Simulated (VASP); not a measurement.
Here is a VASP 6.6.1 calculation.

File INCAR:

```
PREC = Accurate
ENCUT = 600
EDIFF = 1E-6
ISMEAR = 0
SIGMA = 0.01
LREAL = F
LASPH = T
NELM = 120
ALGO = Normal
ISIF = 2
LWAVE = F
LCHARG = F
GGA = PS
ISYM = 0
NBANDS = 19
GGA_COMPAT = F
```

Contents of KPOINTS:

```
regular mesh
0
Gamma
  6 6 6
```

File POSCAR:

```
BaF2
1.0
    0.0000000000      3.0971637718      3.0971637718
    3.0971637718      0.0000000000      3.0971637718
    3.0971637718      3.0971637718      0.0000000000
Ba F
1 2
Direct
    0.0000000000      0.0000000000      0.0000000000
    0.2500000000      0.2500000000      0.2500000000
    0.7500000000      0.7500000000      0.7500000000
```

Potentials or basis: VASP PAW PBE potentials, release 64 (Ba_sv, F).

Launch:

```bash
$ cat potpaw_PBE.64/Ba_sv/POTCAR potpaw_PBE.64/F/POTCAR > POTCAR
$ mpirun -np 1 vasp_std > vasp.out
```

(1) Predict the pressure.

(2) What does it give for the band gap on the k mesh?

## Answers

(1) -0.5 GPa.

(2) 6.65 eV (least direct gap 6.72 eV).

Caveat: the PAW data sets were made with another functional, which shifts forces and pressure a little; spin-orbit coupling is left out, which moves the levels of the heavy elements.
